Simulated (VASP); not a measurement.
# WSe2 (P-6m2) in VASP: single point with HSE06

Aim: the single point of WSe2 with HSE06.

Program: VASP 6.6.1. These are calculated values, not measurements. Logs are shortened: lines on timing, memory, paths and dates and some standing lists are left out, and cuts for length are marked.

**1. The cell of the first run**

It takes space group P-6m2 (No. 187, hexagonal). Conventional cell: a = 3.297 Å, b = 3.297 Å, c = 7.155 Å, α = 90.00°, β = 90.00°, γ = 120.00°. Within 3.3 Å of W (site symmetry -6m2) lie 6 Se at 2.53 Å and 6 W at 3.30 Å. Within 3.4 Å of Se (site symmetry 3m) lie 3 W at 2.53 Å and 7 Se at 3.30 to 3.33 Å.

**2. Single point, HSE06 (uniaxial z strain -0.4%)**

Input file POSCAR:

```
WSe2
1.0
    3.2972137488      0.0000000000      0.0000000000
   -1.6486068744      2.8554708682      0.0000000000
    0.0000000000      0.0000000000      7.1548213373
W Se
1 2
Direct
    0.0000000000      0.0000000000      0.0000000000
    0.3333333333      0.6666666667      0.2328179824
    0.3333333333      0.6666666667      0.7671820176
```

Input file INCAR.step1:

```
SYSTEM = WSe2
ALGO = Normal ; EDIFF = 1E-5
ENCUT = 520 ; GGA = PE
ISIF = 2 ; ISMEAR = 0
KPAR = 2 ; LASPH = .True.
LREAL = .False. ; LWAVE = .True.
NBANDS = 20 ; NELM = 60
PREC = Accurate ; SIGMA = 0.01
```

Input file INCAR.step2:

```
SYSTEM = WSe2
ALGO = Normal ; EDIFF = 1E-6
ENCUT = 520 ; GGA = PE
HFSCREEN = 0.2079 ; ISIF = 2
ISMEAR = 0 ; ISTART = 1
KPAR = 2 ; LASPH = .True.
LCHARG = .True. ; LHFCALC = .True.
LREAL = .False. ; LVHAR = .True.
LWAVE = .False. ; NBANDS = 20
NELM = 60 ; PREC = Accurate
PRECFOCK = Normal ; SIGMA = 0.01
```

Input file KPOINTS:

```
k-points
0
Gamma
  6 6 4
  0 0 0
```

Potentials or basis: VASP PAW PBE potentials, release 64 (W_sv, Se).

Run with:

```console
> cat potpaw_PBE.64/W_sv/POTCAR potpaw_PBE.64/Se/POTCAR > POTCAR
> cp INCAR.step1 INCAR
> mpirun -np 2 vasp_std > vasp.out
> cp INCAR.step2 INCAR
> mpirun -np 2 vasp_std > vasp.out
```

OUTCAR:

```text
SYSTEM = WSe2
   EDIFF = 1E-6
   ENCUT = 520
   GGA = PE
   HFSCREEN = 0.2079
   ISIF = 2
   ISMEAR = 0
   ISTART = 1
   LASPH = .True.
   LHFCALC = .True.
   LREAL = .False.
   NELM = 60
   PREC = Accurate
   PRECFOCK = Normal

 ion  position               nearest neighbor table
   1  0.000  0.000  0.000-   2 2.53   3 2.53   2 2.53   3 2.53   2 2.53   3 2.53
   2  0.333  0.667  0.233-   1 2.53   1 2.53   1 2.53
   3  0.333  0.667  0.767-   1 2.53   1 2.53   1 2.53

  LATTYP: Found a hexagonal cell.
 ALAT       =     3.2972137488
 C/A-ratio  =     2.1699598153

  Lattice vectors:

 A1 = (   3.2972137488,   0.0000000000,   0.0000000000)
 A2 = (  -1.6486068744,   2.8554708682,   0.0000000000)
 A3 = (   0.0000000000,   0.0000000000,   7.1548213373)

Analysis of symmetry for initial positions (statically):
=====================================================================
 Subroutine PRICEL returns:
 Original cell was already a primitive cell.

 Routine SETGRP: Setting up the symmetry group for a
 hexagonal supercell.

 Subroutine GETGRP returns: Found 12 space group operations
 (whereof 12 operations were pure point group operations)
 out of a pool of 24 trial point group operations.

The static configuration has the point symmetry D_3h.

Analysis of symmetry for dynamics (positions and initial velocities):
=====================================================================
 Subroutine PRICEL returns:
 Original cell was already a primitive cell.

 Routine SETGRP: Setting up the symmetry group for a
 hexagonal supercell.

 Subroutine GETGRP returns: Found 12 space group operations
 (whereof 12 operations were pure point group operations)
 out of a pool of 24 trial point group operations.

The dynamic configuration has the point symmetry D_3h.

 Subroutine INISYM returns: Found 12 space group operations
 (whereof 12 operations are pure point group operations),
 and found     1 'primitive' translations

----------------------------------------------------------------------------------------

                                     Primitive cell

  volume of cell :      67.3633

  direct lattice vectors                    reciprocal lattice vectors
     3.297213749  0.000000000  0.000000000     0.303286373  0.175102469  0.000000000
    -1.648606874  2.855470868  0.000000000     0.000000000  0.350204939  0.000000000
     0.000000000  0.000000000  7.154821337     0.000000000  0.000000000  0.139765894

  length of vectors
     3.297213749  3.297213749  7.154821337     0.350204939  0.350204939  0.139765894

  position of ions in fractional coordinates (direct lattice)
     0.000000000  0.000000000  0.000000000
     0.333333333  0.666666667  0.232817982
     0.333333333  0.666666667  0.767182018

  ion indices of the primitive-cell ions
   primitive index   ion index
                 1           1
                 2           2
                 3           3

----------------------------------------------------------------------------------------

 KPOINTS: k-points

Automatic generation of k-mesh.
 Grid dimensions read from file:
 generate k-points for:    6    6    4

 Generating k-lattice:

  Cartesian coordinates                     Fractional coordinates (reciprocal lattice)
     0.050547729  0.029183745  0.000000000     0.166666667 -0.000000000  0.000000000
     0.000000000  0.058367490  0.000000000     0.000000000  0.166666667  0.000000000
     0.000000000  0.000000000  0.034941473     0.000000000  0.000000000  0.250000000

  Length of vectors
     0.058367490  0.058367490  0.034941473

  Shift w.r.t. Gamma in fractional coordinates (k-lattice)
     0.000000000  0.000000000  0.000000000

 Subroutine IBZKPT returns following result:
 ===========================================

 Found     21 irreducible k-points:

 Following reciprocal coordinates:
            Coordinates               Weight
  0.000000  0.000000  0.000000      1.000000
  0.166667  0.000000  0.000000      6.000000
  0.333333  0.000000  0.000000      6.000000
  0.500000  0.000000  0.000000      3.000000
  0.166667  0.166667  0.000000      6.000000
  0.333333  0.166667  0.000000     12.000000
[... 13 lines left out ...]
  0.333333  0.166667  0.500000     12.000000
  0.333333  0.333333  0.500000      2.000000
   k-points           NKPTS =     21   k-points in BZ     NKDIM =    144   number of bands    NBANDS=     20
   number of dos      NEDOS =    301   number of ions     NIONS =      3
   total plane-waves  NPLWV =  42336
   dimension x,y,z NGX =    28 NGY =   28 NGZ =   54
   dimension x,y,z NGXF=    56 NGYF=   56 NGZF=  108
   ions per type =               1   2
   NGX,Y,Z   is equivalent  to a cutoff of  14.12, 14.12, 12.55 a.u.
   NGXF,Y,Z  is equivalent  to a cutoff of  28.24, 28.24, 25.09 a.u.
 SYSTEM =  WSe2
   PREC   = accura    normal or accurate (medium, high low for compatibility)
   ISTART =      1    job   : 0-new  1-cont  2-samecut
   ICHARG =      0    charge: 1-file 2-atom 10-const
   ISPIN  =      1    spin polarized calculation?
   LNONCOLLINEAR =      F non collinear calculations
   LSORBIT =      F    spin-orbit coupling
   LASPH  =      T    aspherical Exc in radial PAW
   ENCUT  =  520.0 eV  38.22 Ry    6.18 a.u.   6.13  6.13 13.30*2*pi/ulx,y,z
   NELM   =     60;   NELMIN=  2; NELMDL=  0     # of ELM steps
   EDIFF  = 0.1E-05   stopping-criterion for ELM
   LREAL  =      F    real-space projection
   EDIFFG = 0.1E-04   stopping-criterion for IOM
   NSW    =      0    number of steps for IOM
   IBRION =     -1    ionic relax: 0-MD 1-quasi-New 2-CG
   NFREE  =      0    steps in history (QN), initial steepest desc. (CG)
   ISIF   =      2    stress and relaxation
   ISYM   =      3    0-nonsym 1-usesym 2-fastsym
   POTIM  = 0.5000    time-step for ionic-motion
   TEBEG  =    0.0;   TEEND  =   0.0 temperature during run
   PSTRESS=    0.0 pullay stress
   NELECT =      26.0000    total number of electrons
   NUPDOWN=      -1.0000    fix difference up-down
   EMIN   =  10.00;   EMAX   =-10.00  energy-range for DOS
   EFERMI =   0.00;   METHOD = LEGACY
   ISMEAR =     0;   SIGMA  =   0.01  broadening in eV -4-tet -1-fermi 0-gaus
   EFERMI_NEDOS =   21; number of points for ismear=-14 and -15
   IALGO  =     38    algorithm
   IMIX   =      1    mixing-type and parameters
     AMIX     =   0.40;   BMIX     =  1.00
     AMIX_MAG =   1.60;   BMIX_MAG =  1.00
  volume/ion in A,a.u.               =      22.45       151.53
  Fermi-wavevector in a.u.,A,eV,Ry     =   1.191950  2.252459 19.330409  1.420745
  Thomas-Fermi vector in A             =   2.328000
   LORBIT       =      0    0 simple, 1 ext, 2 COOP (PROOUT), +10 PAW based schemes
   GGA     = PE    functional components
   LHFCALC =     T    Hartree Fock is set to
   PRECFOCK=normal    Normal, Fast or Accurate (Low or Medium for compatibility)
   ENCUT4O =  -1.0   cutoff for four orbital integrals eV
   NKREDX  =     1    reduce k-point grid by
   NKREDY  =     1    reduce k-point grid by
   NKREDZ  =     1    reduce k-point grid by
   AEXX    =    0.2500 exact exchange contribution
   HFSCREEN=    0.2079 screening length (either q_TF or 0.3 A-1)
   HFSCREENC=   0.2079 screening length for correlation (either q_TF or 0.3 A-1)
   ENCUTFOCK=  -1.0 apply spherical cutoff to Coloumb kernel
   IVDW    =     0    specifies the selected vdW correction
   LEPSILON=     F    determine dielectric tensor
   LRPA    =     F    only Hartree local field effects (RPA)
 non-spin polarized calculation
 Gauss-broadening in eV      SIGMA  =   0.01
  energy-cutoff  :      520.00
  volume of cell :       67.36
 maximum number of plane-waves:      1838
 NGX is ok and might be reduce to    28
  NGX = 20; NGY = 20; NGZ = 42

 number of electron      26.0000000 magnetization

 Free energy of the ion-electron system (eV)
  ---------------------------------------------------
  ext. energy  EPLUGINS =         0.00000000
  ---------------------------------------------------
  free energy    TOTEN  =       -25.75907096 eV

  energy without entropy =      -25.75907096  energy(sigma->0) =      -25.75907096

 E-fermi :   4.8317     XC(G=0):  -8.2748

 val. band max:        4.5797044381   @ k =   0.0000   0.0000   0.5000
 cond. band min:       6.4605324767   @ k =   0.1667   0.1667   0.0000
 fundamental gap:      1.8808280386
 Fermi energy:         4.8317332029

 k-point     1 :       0.0000    0.0000    0.0000
  band No.  band energies     occupation
      1     -73.5660      2.00000
      2     -36.3508      2.00000
      3     -36.1928      2.00000
      4     -36.1928      2.00000
      5     -11.8854      2.00000
      6     -10.3373      2.00000
[... 12 lines left out ...]
     19      12.5783      0.00000
     20      13.8329      0.00000

 k-point     2 :       0.1667    0.0000    0.0000
  band No.  band energies     occupation
      1     -73.5625      2.00000
      2     -36.3372      2.00000
      3     -36.2676      2.00000
      4     -36.2104      2.00000
      5     -11.4380      2.00000
      6     -10.1244      2.00000
[... 12 lines left out ...]
     19      13.5829      0.00000
     20      14.4252      0.00000

 k-point     3 :       0.3333    0.0000    0.0000
  band No.  band energies     occupation
      1     -73.5556      2.00000
      2     -36.4146      2.00000
      3     -36.3094      2.00000
      4     -36.2456      2.00000
      5     -10.3648      2.00000
      6      -9.6268      2.00000
[... 12 lines left out ...]
     19      12.2170      0.00000
     20      13.4499      0.00000

 k-point     4 :       0.5000    0.0000    0.0000
  band No.  band energies     occupation
      1     -73.5521      2.00000
      2     -36.4870      2.00000
      3     -36.2953      2.00000
      4     -36.2631      2.00000
      5      -9.6686      2.00000
      6      -9.3263      2.00000
[... 360 lines left out ...]
 k-point    20 :       0.3333    0.1667    0.5000
  band No.  band energies     occupation
      1     -73.5521      2.00000
      2     -36.4495      2.00000
      3     -36.3010      2.00000
      4     -36.2955      2.00000
      5      -9.6257      2.00000
      6      -9.4079      2.00000
[... 12 lines left out ...]
     19      12.9623      0.00000
     20      14.1869      0.00000

 k-point    21 :       0.3333    0.3333    0.5000
  band No.  band energies     occupation
      1     -73.5504      2.00000
      2     -36.4043      2.00000
      3     -36.3913      2.00000
      4     -36.2886      2.00000
      5      -9.2657      2.00000
      6      -9.2203      2.00000
[... 12 lines left out ...]
     19      12.3575      0.00000
     20      13.0927      0.00000

------------------------ aborting loop because EDIFF is reached ----------------------------------------

  FORCE on cell =-STRESS in cart. coord.  units (eV):
  Direction    XX          YY          ZZ          XY          YZ          ZX
  --------------------------------------------------------------------------------------
  -------------------------------------------------------------------------------------
  Total       -0.5497656     -0.5497656     -0.1612909      0.0000000      0.0000000      0.0000000
  in kB      -13.0756875    -13.0756875     -3.8361611      0.0000000      0.0000000      0.0000000
  external PRESSURE =      -9.9958454 kB  Pullay stress =       0.0000000 kB

 VOLUME and BASIS-vectors are now :
 -----------------------------------------------------------------------------
  energy-cutoff  :      520.00
  volume of cell :       67.36
      direct lattice vectors                 reciprocal lattice vectors
     3.297213749  0.000000000  0.000000000     0.303286373  0.175102469  0.000000000
    -1.648606874  2.855470868  0.000000000     0.000000000  0.350204939  0.000000000
     0.000000000  0.000000000  7.154821337     0.000000000  0.000000000  0.139765894

 POSITION                                       TOTAL-FORCE (eV/Angst)
 -----------------------------------------------------------------------------------
      0.00000      0.00000      0.00000         0.000000     -0.000000      0.000000
     -0.00000      1.90365      1.66577        -0.000000     -0.000000     -0.264858
     -0.00000      1.90365      5.48905        -0.000000      0.000000      0.264858
 -----------------------------------------------------------------------------------
    total drift:                               -0.000010      0.000013     -0.000007

  FREE ENERGIE OF THE ION-ELECTRON SYSTEM (eV)
  ---------------------------------------------------
  free  energy   TOTEN  =       -25.7590709600 eV

  energy  without entropy=      -25.7590709600  energy(sigma->0) =      -25.75907096
```

It took 57 min on 2 MPI ranks of Intel Xeon Platinum 8175M at 2.50GHz (Skylake/Cascade Lake), shared host; peak memory 0.33 GiB.

Results:

```yaml
Free_energy: -25.7591 eV
Pressure: -1.0 GPa
Largest_force: 0.265 eV/Å
Band_gap_on_the_k_mesh: 1.88 eV (least direct gap 2.01 eV)
```

Forces in eV/Å, atoms in the order of the input:
```
W    0.000  0.000  0.000
Se   0.000  0.000 -0.265
Se   0.000  0.000  0.265
```

Levels at points of the mesh, in eV from the valence-band top:
```
           k point  band 10  band 11  band 12  band 13  band 14  band 15  band 16  band 17
(0.00, 0.00, 0.00)    -1.80    -1.49    -1.49    -0.82     3.59     3.59     3.70     3.70
(0.50, 0.00, 0.00)    -3.49    -2.18    -1.42    -1.26     2.97     3.22     4.73     4.85
(0.00, 0.00, 0.50)    -2.83    -1.50    -1.50     0.00     3.53     3.53     3.79     3.79
(0.50, 0.00, 0.50)    -3.52    -2.95    -1.19    -1.11     2.98     3.48     4.06     5.12
```

Caveat: the cell differs from its parent crystal (uniaxial z strain -0.4%); the PAW data sets were made with another functional, which shifts forces and pressure a little; spin-orbit coupling is left out, which moves the levels of the heavy elements; this functional lacks dispersion, which binds layers or chains, so the pressure and a relaxed spacing across them are unreliable.
